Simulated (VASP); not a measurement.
# AlN (R-3m) in VASP: notebook, part 2 of 3

VASP 6.6.1. The steps go on from the part before.

**4. Single point, PBE (epitaxial 111 strain +3.0%)**

INCAR

```
SYSTEM = AlN
  PREC = Accurate
  ENCUT = 520
  EDIFF = 1E-6
  ISMEAR = -1
  SIGMA = 0.02
  LREAL = .FALSE.
  LASPH = .TRUE.
  NELM = 80
  ALGO = Normal
  ISIF = 2
  LWAVE = .FALSE.
  LCHARG = .TRUE.
  GGA = PE
  LELF = .TRUE.
  LVHAR = .TRUE.
  NBANDS = 11
```

KPOINTS

```
Automatic mesh
0
G
  10 10 10
  0 0 0
```

POSCAR

```
AlN
1.0
   -0.0458542200      2.0335802857      2.0335802857
    2.0335802857     -0.0458542200      2.0335802857
    2.0335802857      2.0335802857     -0.0458542200
Al N
1 1
Direct
    0.0000000000      0.0000000000      0.0000000000
    0.5000000000      0.5000000000      0.5000000000
```

Potentials or basis: VASP PAW PBE potentials, release 64 (Al, N).

The run is started by

```sh
$ cat potpaw_PBE.64/Al/POTCAR potpaw_PBE.64/N/POTCAR > POTCAR
$ mpirun -np 1 vasp_std > vasp.out
```

OUTCAR:

```text
SYSTEM = AlN
   PREC = Accurate
   ENCUT = 520
   EDIFF = 1E-6
   ISMEAR = -1
   LREAL = .FALSE.
   LASPH = .TRUE.
   NELM = 80
   ISIF = 2
   GGA = PE

 ion  position               nearest neighbor table
   1  0.000  0.000  0.000-   2 2.06   2 2.06   2 2.06   2 2.06   2 2.06   2 2.06
   2  0.500  0.500  0.500-   1 2.06   1 2.06   1 2.06   1 2.06   1 2.06   1 2.06

  LATTYP: Found a trigonal (rhomboedric) cell.
 ALAT       =     2.8762823516
 COS(alpha) =     0.4773301370

  Lattice vectors:

 A1 = (  -0.0458542200,   2.0335802857,   2.0335802857)
 A2 = (   2.0335802857,  -0.0458542200,   2.0335802857)
 A3 = (   2.0335802857,   2.0335802857,  -0.0458542200)

Analysis of symmetry for initial positions (statically):
=====================================================================
 Subroutine PRICEL returns:
 Original cell was already a primitive cell.

 Routine SETGRP: Setting up the symmetry group for a
 trigonal (rhombohedral) supercell.

 Subroutine GETGRP returns: Found 12 space group operations
 (whereof 12 operations were pure point group operations)
 out of a pool of 12 trial point group operations.

The static configuration has the point symmetry D_3d.

Analysis of symmetry for dynamics (positions and initial velocities):
=====================================================================
 Subroutine PRICEL returns:
 Original cell was already a primitive cell.

 Routine SETGRP: Setting up the symmetry group for a
 trigonal (rhombohedral) supercell.

 Subroutine GETGRP returns: Found 12 space group operations
 (whereof 12 operations were pure point group operations)
 out of a pool of 12 trial point group operations.

The dynamic configuration has the point symmetry D_3d.

 Subroutine INISYM returns: Found 12 space group operations
 (whereof 12 operations are pure point group operations),
 and found     1 'primitive' translations

----------------------------------------------------------------------------------------
[... 115 lines left out ...]
  Fermi-wavevector in a.u.,A,eV,Ry     =   1.263821  2.388276 21.731822  1.597244
  Thomas-Fermi vector in A             =   2.397158
   LORBIT       =      0    0 simple, 1 ext, 2 COOP (PROOUT), +10 PAW based schemes
   GGA     = PE    functional components
   LHFCALC =     F    Hartree Fock is set to
   AEXX    =    0.0000 exact exchange contribution
   IVDW    =     0    specifies the selected vdW correction
   LEPSILON=     F    determine dielectric tensor
   LRPA    =     F    only Hartree local field effects (RPA)
 non-spin polarized calculation
  energy-cutoff  :      520.00
  volume of cell :       17.39
 maximum number of plane-waves:       495
 NGX is ok and might be reduce to    24
   NGX = 11   NGY = 11   NGZ = 11

 number of electron       8.0000001 magnetization

 Free energy of the ion-electron system (eV)
  ---------------------------------------------------
  ext. energy  EPLUGINS =         0.00000000
  ---------------------------------------------------
  free energy    TOTEN  =       -14.50977895 eV

  energy without entropy =      -14.50977895  energy(sigma->0) =      -14.50977895

 E-fermi :  10.0965     XC(G=0): -12.0499

 val. band max:        9.6075366341   @ k =   0.0000   0.0000   0.0000
 cond. band min:      13.3483511864   @ k =   0.5000   0.5000  -0.0000
 fundamental gap:      3.7408145523
 Fermi energy:        10.0964925921

 k-point     1 :       0.0000    0.0000    0.0000
  band No.  band energies     occupation
      1      -7.7799      2.00000
      2       9.1771      2.00000
      3       9.1771      2.00000
      4       9.6075      2.00000
      5      14.2348      0.00000
      6      20.9872      0.00000
      7      20.9872      0.00000
      8      22.0550      0.00000
      9      26.1776      0.00000
     10      26.7540      0.00000
     11      26.7540      0.00000
[... 309 lines left out ...]
 k-point    24 :       0.4000    0.3000    0.0000
  band No.  band energies     occupation
      1      -4.9373      2.00000
      2       3.6485      2.00000
      3       6.4934      2.00000
      4       7.3700      2.00000
      5      15.1971      0.00000
      6      16.0057      0.00000
      7      20.8949      0.00000
      8      24.4727      0.00000
      9      24.8575      0.00000
     10      30.6403      0.00000
     11      33.2737      0.00000

 [... further k-points ...]
[... 5 lines left out ...]
  --------------------------------------------------------------------------------------
  -------------------------------------------------------------------------------------
  Total       -0.8072126     -0.8072126     -0.8072126      0.6855950      0.6855950      0.6855950
  in kB      -74.3773816    -74.3773816    -74.3773816     63.1714076     63.1714076     63.1714076
  external PRESSURE =     -74.3773816 kB  Pullay stress =       0.0000000 kB

 VOLUME and BASIS-vectors are now :
 -----------------------------------------------------------------------------
  energy-cutoff  :      520.00
  volume of cell :       17.39
      direct lattice vectors                 reciprocal lattice vectors
    -0.045854220  2.033580286  2.033580286    -0.237708180  0.243191794  0.243191794
     2.033580286 -0.045854220  2.033580286     0.243191794 -0.237708180  0.243191794
     2.033580286  2.033580286 -0.045854220     0.243191794  0.243191794 -0.237708180

 POSITION                                       TOTAL-FORCE (eV/Angst)
 -----------------------------------------------------------------------------------
      0.00000      0.00000      0.00000         0.000000     -0.000000      0.000000
      2.01065      2.01065      2.01065        -0.000000      0.000000     -0.000000
 -----------------------------------------------------------------------------------
    total drift:                               -0.000000     -0.000000      0.000000

  FREE ENERGIE OF THE ION-ELECTRON SYSTEM (eV)
  ---------------------------------------------------
  free  energy   TOTEN  =       -14.5097789469 eV

  energy  without entropy=      -14.5097789469  energy(sigma->0) =      -14.50977895
```

OSZICAR:

```text
N       E                     dE             d eps       ncg     rms          rms(c)
DAV:   1     0.111868149096E+02    0.11187E+02   -0.39090E+03  2584   0.616E+02
DAV:   2    -0.154021431483E+02   -0.26589E+02   -0.25537E+02  3164   0.139E+02
DAV:   3    -0.162121475369E+02   -0.81000E+00   -0.80802E+00  3107   0.223E+01
DAV:   4    -0.162156872301E+02   -0.35397E-02   -0.35395E-02  2848   0.157E+00
DAV:   5    -0.162157179843E+02   -0.30754E-04   -0.30754E-04  3013   0.142E-01    0.741E+00
DAV:   6    -0.145267936378E+02    0.16889E+01   -0.77693E+00  2819   0.144E+01    0.258E+00
DAV:   7    -0.145164211870E+02    0.10372E-01   -0.15488E-01  2837   0.298E+00    0.173E+00
DAV:   8    -0.145100923573E+02    0.63288E-02   -0.16959E-02  2687   0.114E+00    0.329E-01
DAV:   9    -0.145097245450E+02    0.36781E-03   -0.15612E-03  2923   0.232E-01    0.146E-01
DAV:  10    -0.145097840342E+02   -0.59489E-04   -0.13739E-04  2837   0.875E-02    0.365E-02
DAV:  11    -0.145097791966E+02    0.48376E-05   -0.14707E-05  2951   0.214E-02    0.765E-03
DAV:  12    -0.145097789469E+02    0.24964E-06   -0.54056E-07  1459   0.629E-03
   1 F= -.14509779E+02 E0= -.14509779E+02  d E =-.246554E-13
```

stdout:

```text
POSCAR found type information on POSCAR AlN
 POSCAR found :  2 types and       2 ions
 scaLAPACK will be used
 LDA part: xc-table for (Slater+PW92), standard interpolation
 POSCAR, INCAR and KPOINTS ok, starting setup
 FFT: planning ... GRIDC
 FFT: planning ... GRID_SOFT
 FFT: planning ... GRID
 WAVECAR not read
 entering main loop
```

It took 18 s on 1 thread of Intel Xeon 8259CL, shared host; peak memory 0.14 GiB.

What came out:

```yaml
Free_energy: -14.5098 eV
Pressure: -7.4 GPa
Band_gap_on_the_k_mesh: 3.74 eV, indirect (least direct gap 4.63 eV)
```

Stress tensor (GPa, compression positive):
```
-7.44  6.32  6.32
 6.32 -7.44  6.32
 6.32  6.32 -7.44
```

Levels at points of the mesh, in eV from the valence-band top:
| k point | band 2 | band 3 | band 4 | band 5 | band 6 | band 7 |
| --- | --- | --- | --- | --- | --- | --- |
| (0.00, 0.00, 0.00) | -0.43 | -0.43 | 0.00 | 4.63 | 11.38 | 11.38 |
| (0.50, 0.00, 0.00) | -8.35 | -1.33 | -1.06 | 5.64 | 10.29 | 10.71 |
| (0.50, 0.50, 0.00) | -7.33 | -3.18 | -2.72 | 3.74 | 5.20 | 13.08 |
| (0.50, 0.50, 0.50) | -8.03 | -1.49 | -1.49 | 5.10 | 9.80 | 9.80 |

Caveat: the cell differs from its parent crystal (epitaxial 111 strain +3.0%). A k mesh can miss the band edges.

**5. Single point, PBE (epitaxial 111 strain +4.0%)**

INCAR

```
PREC = Accurate
ENCUT = 520
EDIFF = 1E-6
ISMEAR = -1
SIGMA = 0.02
LREAL = False
LASPH = True
NELM = 80
ALGO = Normal
ISIF = 2
LWAVE = False
LCHARG = True
GGA = PE
LELF = True
LVHAR = True
NBANDS = 11
```

KPOINTS

```
Automatic mesh
0
Gamma
  10 10 10
```

POSCAR

```
AlN
1.0
   -0.0610761100      2.0385470802      2.0385470802
    2.0385470802     -0.0610761100      2.0385470802
    2.0385470802      2.0385470802     -0.0610761100
Al N
1 1
Direct
    0.0000000000      0.0000000000      0.0000000000
    0.5000000000      0.5000000000      0.5000000000
```

Potentials or basis: VASP PAW PBE potentials, release 64 (Al, N).

The run is started by

```sh
$ cat potpaw_PBE.64/Al/POTCAR potpaw_PBE.64/N/POTCAR > POTCAR
$ mpirun -np 1 vasp_std > vasp.out
```

OUTCAR:

```text
PREC = Accurate
   ENCUT = 520
   EDIFF = 1E-6
   ISMEAR = -1
   LREAL = False
   LASPH = True
   NELM = 80
   ISIF = 2
   GGA = PE

 ion  position               nearest neighbor table
   1  0.000  0.000  0.000-   2 2.07   2 2.07   2 2.07   2 2.07   2 2.07   2 2.07
   2  0.500  0.500  0.500-   1 2.07   1 2.07   1 2.07   1 2.07   1 2.07   1 2.07

  LATTYP: Found a trigonal (rhomboedric) cell.
 ALAT       =     2.8835878151
 COS(alpha) =     0.4698285240

  Lattice vectors:

 A1 = (  -0.0610761100,   2.0385470802,   2.0385470802)
[... 514 lines left out ...]
      7      20.4403      0.00000
      8      24.1015      0.00000
      9      24.3468      0.00000
     10      30.2399      0.00000
     11      32.7636      0.00000

 [... further k-points ...]
[... 5 lines left out ...]
  --------------------------------------------------------------------------------------
  -------------------------------------------------------------------------------------
  Total       -1.2384051     -1.2384051     -1.2384051      0.8905708      0.8905708      0.8905708
  in kB     -112.0714335   -112.0714335   -112.0714335     80.5936179     80.5936179     80.5936179
  external PRESSURE =    -112.0714335 kB  Pullay stress =       0.0000000 kB

 VOLUME and BASIS-vectors are now :
 -----------------------------------------------------------------------------
  energy-cutoff  :      520.00
  volume of cell :       17.70
      direct lattice vectors                 reciprocal lattice vectors
    -0.061076110  2.038547080  2.038547080    -0.234516336  0.241759600  0.241759600
     2.038547080 -0.061076110  2.038547080     0.241759600 -0.234516336  0.241759600
     2.038547080  2.038547080 -0.061076110     0.241759600  0.241759600 -0.234516336

 POSITION                                       TOTAL-FORCE (eV/Angst)
 -----------------------------------------------------------------------------------
      0.00000      0.00000      0.00000         0.000000      0.000000     -0.000000
      2.00801      2.00801      2.00801        -0.000000      0.000000      0.000000
 -----------------------------------------------------------------------------------
    total drift:                               -0.000000     -0.000000      0.000000

  FREE ENERGIE OF THE ION-ELECTRON SYSTEM (eV)
  ---------------------------------------------------
  free  energy   TOTEN  =       -14.4742234599 eV

  energy  without entropy=      -14.4742234599  energy(sigma->0) =      -14.47422346
```

OSZICAR:

```text
N       E                     dE             d eps       ncg     rms          rms(c)
DAV:   1     0.104183502195E+02    0.10418E+02   -0.39747E+03  2648   0.614E+02
DAV:   2    -0.153957113694E+02   -0.25814E+02   -0.24679E+02  3106   0.136E+02
DAV:   3    -0.161662691319E+02   -0.77056E+00   -0.76935E+00  3103   0.215E+01
DAV:   4    -0.161694092587E+02   -0.31401E-02   -0.31398E-02  2877   0.150E+00
DAV:   5    -0.161694375321E+02   -0.28273E-04   -0.28273E-04  2987   0.137E-01    0.735E+00
DAV:   6    -0.144907276482E+02    0.16787E+01   -0.78859E+00  2846   0.144E+01    0.255E+00
DAV:   7    -0.144812978939E+02    0.94298E-02   -0.14759E-01  2819   0.295E+00    0.171E+00
DAV:   8    -0.144745587541E+02    0.67391E-02   -0.17804E-02  2681   0.116E+00    0.332E-01
DAV:   9    -0.144741679442E+02    0.39081E-03   -0.16504E-03  2930   0.238E-01    0.146E-01
DAV:  10    -0.144742284023E+02   -0.60458E-04   -0.14272E-04  2826   0.894E-02    0.353E-02
DAV:  11    -0.144742237158E+02    0.46865E-05   -0.14137E-05  2957   0.210E-02    0.773E-03
DAV:  12    -0.144742234599E+02    0.25592E-06   -0.52255E-07  1473   0.618E-03
   1 F= -.14474223E+02 E0= -.14474223E+02  d E =-.920846E-13
```

Run time: 19 s. Hardware: 1 thread of Intel Xeon 8259CL, shared host; peak memory 0.15 GiB.

Results:

```yaml
Free_energy: -14.4742 eV
Pressure: -11.2 GPa
Band_gap_on_the_k_mesh: 3.45 eV, indirect (least direct gap 4.27 eV)
```

Caveat: the cell differs from its parent crystal (epitaxial 111 strain +4.0%).

(Part 2 of 3 ends here.)
